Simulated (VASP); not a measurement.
# Na2S (Fm-3m) in VASP: notebook, part 3 of 3

VASP 6.6.1. The steps go on from the part before.

### 5 Single point, PBEsol

This run uses another cell than the first one, of 20.57 Å³/atom, 1.186 times its volume.

File INCAR:

```
PREC = Accurate ; ENCUT = 500
EDIFF = 1E-6 ; ISMEAR = 0
SIGMA = 0.01 ; LREAL = F
LASPH = T ; NELM = 120
ALGO = Normal ; ISIF = 2
LWAVE = F ; LCHARG = F
GGA = PS ; NBANDS = 17
GGA_COMPAT = F
```

File KPOINTS:

```
Automatic mesh
0
Gamma
  6 6 6
```

File POSCAR:

```
Na2S
1.0
    0.0000000000      3.1362218808      3.1362218808
    3.1362218808      0.0000000000      3.1362218808
    3.1362218808      3.1362218808      0.0000000000
Na S
2 1
Direct
    0.2500000000      0.2500000000      0.2500000000
    0.7500000000      0.7500000000      0.7500000000
    0.0000000000      0.0000000000      0.0000000000
```

Potentials or basis: VASP PAW PBE potentials, release 64 (Na_pv, S).

Command:

```
> cat potpaw_PBE.64/Na_pv/POTCAR potpaw_PBE.64/S/POTCAR > POTCAR
> mpirun -np 1 vasp_std > vasp.out
```

OUTCAR:

```text
PREC = Accurate
   ENCUT = 500
   EDIFF = 1E-6
   ISMEAR = 0
   LREAL = F
   LASPH = T
   NELM = 120
   ISIF = 2
   GGA = PS

 ion  position               nearest neighbor table
   1  0.250  0.250  0.250-   3 2.72   3 2.72   3 2.72   3 2.72
   2  0.750  0.750  0.750-   3 2.72   3 2.72   3 2.72   3 2.72
   3  0.000  0.000  0.000-   2 2.72   2 2.72   2 2.72   1 2.72   2 2.72   1 2.72   1 2.72   1 2.72

  LATTYP: Found a face centered cubic cell.
 ALAT       =     6.2724437616

  Lattice vectors:

 A1 = (   0.0000000000,   3.1362218808,   3.1362218808)
 A2 = (   3.1362218808,   0.0000000000,   3.1362218808)
 A3 = (   3.1362218808,   3.1362218808,   0.0000000000)

Analysis of symmetry for initial positions (statically):
=====================================================================
 Subroutine PRICEL returns:
 Original cell was already a primitive cell.

 Routine SETGRP: Setting up the symmetry group for a
 face centered cubic supercell.

 Subroutine GETGRP returns: Found 48 space group operations
 (whereof 48 operations were pure point group operations)
 out of a pool of 48 trial point group operations.

The static configuration has the point symmetry O_h .

Analysis of symmetry for dynamics (positions and initial velocities):
=====================================================================
 Subroutine PRICEL returns:
 Original cell was already a primitive cell.

 Routine SETGRP: Setting up the symmetry group for a
 face centered cubic supercell.

 Subroutine GETGRP returns: Found 48 space group operations
 (whereof 48 operations were pure point group operations)
 out of a pool of 48 trial point group operations.

The dynamic configuration has the point symmetry O_h .

 Subroutine INISYM returns: Found 48 space group operations
 (whereof 48 operations are pure point group operations),
 and found     1 'primitive' translations

----------------------------------------------------------------------------------------

                                     Primitive cell

  volume of cell :      61.6951

  direct lattice vectors                    reciprocal lattice vectors
     0.000000000  3.136221881  3.136221881    -0.159427496  0.159427496  0.159427496
     3.136221881  0.000000000  3.136221881     0.159427496 -0.159427496  0.159427496
     3.136221881  3.136221881  0.000000000     0.159427496  0.159427496 -0.159427496

  length of vectors
     4.435287518  4.435287518  4.435287518     0.276136522  0.276136522  0.276136522

  position of ions in fractional coordinates (direct lattice)
     0.250000000  0.250000000  0.250000000
     0.750000000  0.750000000  0.750000000
     0.000000000  0.000000000  0.000000000

  ion indices of the primitive-cell ions
   primitive index   ion index
                 1           1
                 2           2
                 3           3

----------------------------------------------------------------------------------------

 KPOINTS: Automatic mesh

Automatic generation of k-mesh.
 Grid dimensions read from file:
 generate k-points for:    6    6    6

 Generating k-lattice:

  Cartesian coordinates                     Fractional coordinates (reciprocal lattice)
    -0.026571249  0.026571249  0.026571249     0.166666667  0.000000000  0.000000000
     0.026571249 -0.026571249  0.026571249     0.000000000  0.166666667  0.000000000
     0.026571249  0.026571249 -0.026571249     0.000000000  0.000000000  0.166666667

  Length of vectors
     0.046022754  0.046022754  0.046022754

  Shift w.r.t. Gamma in fractional coordinates (k-lattice)
     0.000000000  0.000000000  0.000000000

 Subroutine IBZKPT returns following result:
 ===========================================

 Found     16 irreducible k-points:

 Following reciprocal coordinates:
            Coordinates               Weight
  0.000000  0.000000  0.000000      1.000000
  0.166667  0.000000  0.000000      8.000000
  0.333333  0.000000  0.000000      8.000000
  0.500000  0.000000  0.000000      4.000000
  0.166667  0.166667  0.000000      6.000000
  0.333333  0.166667  0.000000     24.000000
[... 8 lines left out ...]
 -0.333333  0.333333  0.166667     24.000000
 -0.333333  0.500000  0.166667     12.000000
   k-points           NKPTS =     16   k-points in BZ     NKDIM =     16   number of bands    NBANDS=     17
   number of dos      NEDOS =    301   number of ions     NIONS =      3
   total plane-waves  NPLWV =  32768
   dimension x,y,z NGX =    32 NGY =   32 NGZ =   32
   dimension x,y,z NGXF=    64 NGYF=   64 NGZF=   64
   ions per type =               2   1
   NGX,Y,Z   is equivalent  to a cutoff of  11.99, 11.99, 11.99 a.u.
   NGXF,Y,Z  is equivalent  to a cutoff of  23.99, 23.99, 23.99 a.u.
 SYSTEM =  unknown system
   PREC   = accura    normal or accurate (medium, high low for compatibility)
   ISTART =      0    job   : 0-new  1-cont  2-samecut
   ICHARG =      2    charge: 1-file 2-atom 10-const
   ISPIN  =      1    spin polarized calculation?
   LNONCOLLINEAR =      F non collinear calculations
   LSORBIT =      F    spin-orbit coupling
   LASPH  =      T    aspherical Exc in radial PAW
   ENCUT  =  500.0 eV  36.75 Ry    6.06 a.u.   8.09  8.09  8.09*2*pi/ulx,y,z
   NELM   =    120;   NELMIN=  2; NELMDL= -5     # of ELM steps
   EDIFF  = 0.1E-05   stopping-criterion for ELM
   LREAL  =      F    real-space projection
   EDIFFG = 0.1E-04   stopping-criterion for IOM
   NSW    =      0    number of steps for IOM
   IBRION =     -1    ionic relax: 0-MD 1-quasi-New 2-CG
   NFREE  =      0    steps in history (QN), initial steepest desc. (CG)
   ISIF   =      2    stress and relaxation
   ISYM   =      2    0-nonsym 1-usesym 2-fastsym
   POTIM  = 0.5000    time-step for ionic-motion
   TEBEG  =    0.0;   TEEND  =   0.0 temperature during run
   PSTRESS=    0.0 pullay stress
   NELECT =      20.0000    total number of electrons
   NUPDOWN=      -1.0000    fix difference up-down
   EMIN   =  10.00;   EMAX   =-10.00  energy-range for DOS
   EFERMI =   0.00;   METHOD = LEGACY
   ISMEAR =     0;   SIGMA  =   0.01  broadening in eV -4-tet -1-fermi 0-gaus
   EFERMI_NEDOS =   21; number of points for ismear=-14 and -15
   IALGO  =     38    algorithm
   IMIX   =      4    mixing-type and parameters
     AMIX     =   0.40;   BMIX     =  1.00
     AMIX_MAG =   1.60;   BMIX_MAG =  1.00
  volume/ion in A,a.u.               =      20.57       138.78
  Fermi-wavevector in a.u.,A,eV,Ry     =   1.124609  2.125202 17.207892  1.264744
  Thomas-Fermi vector in A             =   2.261281
   LORBIT       =      0    0 simple, 1 ext, 2 COOP (PROOUT), +10 PAW based schemes
   GGA     = PS    functional components
   LHFCALC =     F    Hartree Fock is set to
   AEXX    =    0.0000 exact exchange contribution
   IVDW    =     0    specifies the selected vdW correction
   LEPSILON=     F    determine dielectric tensor
   LRPA    =     F    only Hartree local field effects (RPA)
 non-spin polarized calculation
 Gauss-broadening in eV      SIGMA  =   0.01
  energy-cutoff  :      500.00
  volume of cell :       61.70
 maximum number of plane-waves:      1588
   NGX = 17   NGY = 17   NGZ = 17

 number of electron      20.0000013 magnetization

 Free energy of the ion-electron system (eV)
  ---------------------------------------------------
  ext. energy  EPLUGINS =         0.00000000
  ---------------------------------------------------
  free energy    TOTEN  =       -10.29037951 eV

  energy without entropy =      -10.29037951  energy(sigma->0) =      -10.29037951

 E-fermi :   0.7397     XC(G=0):  -8.4463

 val. band max:        0.6913561302   @ k =   0.0000   0.0000   0.0000
 cond. band min:       3.4809107557   @ k =   0.0000   0.0000   0.0000
 fundamental gap:      2.7895546255
 Fermi energy:         0.7397306630

 k-point     1 :       0.0000    0.0000    0.0000
  band No.  band energies     occupation
      1     -21.1395      2.00000
      2     -21.1395      2.00000
      3     -21.1395      2.00000
      4     -21.0579      2.00000
      5     -21.0579      2.00000
      6     -21.0579      2.00000
[... 9 lines left out ...]
     16      10.2712      0.00000
     17      12.4851      0.00000
[... 281 lines left out ...]
 k-point    16 :      -0.3333    0.5000    0.1667
  band No.  band energies     occupation
      1     -21.1802      2.00000
      2     -21.1639      2.00000
      3     -21.1307      2.00000
      4     -21.0746      2.00000
      5     -21.0438      2.00000
      6     -21.0385      2.00000
[... 9 lines left out ...]
     16      12.5128      0.00000
     17      13.4636      0.00000

------------------------ aborting loop because EDIFF is reached ----------------------------------------

  FORCE on cell =-STRESS in cart. coord.  units (eV):
  Direction    XX          YY          ZZ          XY          YZ          ZX
  --------------------------------------------------------------------------------------
  -------------------------------------------------------------------------------------
  Total        1.5757782      1.5757782      1.5757782     -0.0000000      0.0000000      0.0000000
  in kB       40.9218562     40.9218562     40.9218562     -0.0000000      0.0000000      0.0000000
  external PRESSURE =      40.9218562 kB  Pullay stress =       0.0000000 kB

 VOLUME and BASIS-vectors are now :
 -----------------------------------------------------------------------------
  energy-cutoff  :      500.00
  volume of cell :       61.70
      direct lattice vectors                 reciprocal lattice vectors
     0.000000000  3.136221881  3.136221881    -0.159427496  0.159427496  0.159427496
     3.136221881  0.000000000  3.136221881     0.159427496 -0.159427496  0.159427496
     3.136221881  3.136221881  0.000000000     0.159427496  0.159427496 -0.159427496

 POSITION                                       TOTAL-FORCE (eV/Angst)
 -----------------------------------------------------------------------------------
      1.56811      1.56811      1.56811        -0.000000     -0.000000     -0.000000
      4.70433      4.70433      4.70433         0.000000      0.000000      0.000000
      0.00000      0.00000      0.00000        -0.000000     -0.000000     -0.000000
 -----------------------------------------------------------------------------------
    total drift:                               -0.000000     -0.000000      0.000000

  FREE ENERGIE OF THE ION-ELECTRON SYSTEM (eV)
  ---------------------------------------------------
  free  energy   TOTEN  =       -10.2903795052 eV

  energy  without entropy=      -10.2903795052  energy(sigma->0) =      -10.29037951
```

OSZICAR:

```text
N       E                     dE             d eps       ncg     rms          rms(c)
DAV:   1     0.145171488021E+03    0.14517E+03   -0.10401E+04   544   0.126E+03
DAV:   2    -0.463561443466E+00   -0.14564E+03   -0.14025E+03   593   0.325E+02
DAV:   3    -0.108951733621E+02   -0.10432E+02   -0.10388E+02   701   0.869E+01
DAV:   4    -0.110634429560E+02   -0.16827E+00   -0.16808E+00   639   0.120E+01
DAV:   5    -0.110670436931E+02   -0.36007E-02   -0.36004E-02   697   0.169E+00    0.356E+00
DAV:   6    -0.103500608356E+02    0.71698E+00   -0.13470E+00   738   0.646E+00    0.276E+00
DAV:   7    -0.102892384892E+02    0.60822E-01   -0.22928E-01   697   0.226E+00    0.178E+00
DAV:   8    -0.102901186879E+02   -0.88020E-03   -0.14943E-02   610   0.109E+00    0.500E-01
DAV:   9    -0.102897984887E+02    0.32020E-03   -0.66523E-04   660   0.212E-01    0.340E-01
DAV:  10    -0.102904141007E+02   -0.61561E-03   -0.19197E-03   590   0.294E-01    0.166E-01
DAV:  11    -0.102903747987E+02    0.39302E-04   -0.96653E-05   706   0.903E-02    0.608E-02
DAV:  12    -0.102903804033E+02   -0.56046E-05   -0.10757E-05   596   0.281E-02    0.102E-02
DAV:  13    -0.102903795052E+02    0.89812E-06   -0.47386E-06   609   0.148E-02
   1 F= -.10290380E+02 E0= -.10290380E+02  d E =-.538422E-14
```

Run time: 5 s. Hardware: 1 thread of Intel Xeon 6975P-C (Granite Rapids), shared host; peak memory 0.17 GiB.

What came out:

```
Free energy            : -10.2904 eV
Pressure               : 4.1 GPa
Band gap on the k mesh : 2.79 eV, direct
```

Levels at points of the mesh, in eV from the valence-band top:
```csv
k point,band 8,band 9,band 10,band 11,band 12,band 13
"(0.00, 0.00, 0.00)",0.00,0.00,0.00,2.79,8.09,8.09
"(0.50, 0.00, 0.00)",-1.90,-0.14,-0.14,5.24,6.81,7.33
"(0.50, 0.50, 0.00)",-1.69,-0.51,-0.51,3.73,6.32,9.44
```

Caveat: the PAW data sets were made with another functional, which shifts forces and pressure a little. PBEsol gaps usually lie below the measured ones, often by a third to a half.

### 6 Single point, PBEsol

This run uses another cell than the first one, of 21.55 Å³/atom, 1.243 times its volume.

File INCAR:

```
ALGO = Normal ; EDIFF = 1E-6
ENCUT = 500 ; GGA = PS
GGA_COMPAT = False ; ISIF = 2
ISMEAR = 0 ; LASPH = True
LCHARG = True ; LELF = True
LREAL = False ; LVHAR = True
LWAVE = False ; NBANDS = 17
NELM = 120 ; PREC = Accurate
SIGMA = 0.01
```

File KPOINTS:

```
k-points
0
Gamma
  6 6 6
```

File POSCAR:

```
Na2S
1.0
    0.0000000000      3.1856634528      3.1856634528
    3.1856634528      0.0000000000      3.1856634528
    3.1856634528      3.1856634528      0.0000000000
Na S
2 1
Direct
    0.2500000000      0.2500000000      0.2500000000
    0.7500000000      0.7500000000      0.7500000000
    0.0000000000      0.0000000000      0.0000000000
```

Potentials or basis: VASP PAW PBE potentials, release 64 (Na_pv, S).

Command:

```
> cat potpaw_PBE.64/Na_pv/POTCAR potpaw_PBE.64/S/POTCAR > POTCAR
> mpirun -np 1 vasp_std > vasp.out
```

It took 8.4 s on 1 thread of Intel Xeon 6975P-C (Granite Rapids), shared host; peak memory 0.19 GiB.

Results (log left out):

```
Free energy            : -10.3479 eV
Pressure               : 2.1 GPa
Band gap on the k mesh : 2.62 eV, direct
```

Levels at points of the mesh, in eV from the valence-band top:
| k point | band 6 | band 7 | band 8 | band 9 | band 10 | band 11 | band 12 | band 13 | band 14 | band 15 |
| --- | --- | --- | --- | --- | --- | --- | --- | --- | --- | --- |
| (0.00, 0.00, 0.00) | -21.84 | -10.25 | 0.00 | 0.00 | 0.00 | 2.62 | 7.93 | 7.93 | 7.93 | 9.48 |
| (0.50, 0.00, 0.00) | -21.88 | -9.93 | -1.82 | -0.14 | -0.14 | 5.04 | 6.63 | 7.23 | 7.23 | 11.67 |
| (0.50, 0.50, 0.00) | -21.82 | -9.84 | -1.62 | -0.50 | -0.50 | 3.73 | 6.18 | 9.04 | 10.18 | 10.18 |

Caveat: the PAW data sets were made with another functional, which shifts forces and pressure a little.

### 7 Overview

| cell | gap on the mesh (eV) | pressure (GPa) |
| --- | --- | --- |
| a = 4.190 Å, angles 60.0°, 3 atoms | 3.46 | 15.2 |
| a = 4.281 Å, angles 60.0°, 3 atoms | 3.19 | 10.2 |
| a = 4.350 Å, angles 60.0°, 3 atoms | 3.01 | 7.1 |
| a = 4.435 Å, angles 60.0°, 3 atoms | 2.79 | 4.1 |
| a = 4.505 Å, angles 60.0°, 3 atoms | 2.62 | 2.1 |

Alike in all rows: task single point; level PBEsol; potentials or basis VASP PAW PBE potentials, release 64 (Na_pv, S); no spin polarisation; k mesh 6 × 6 × 6; cutoff (eV) 500; smearing gaussian 0.01 eV.

Caveats: the PAW data sets were made with another functional, which shifts forces and pressure a little.

Total energies depend on the potentials used, so only differences within one code and one set of settings carry meaning.
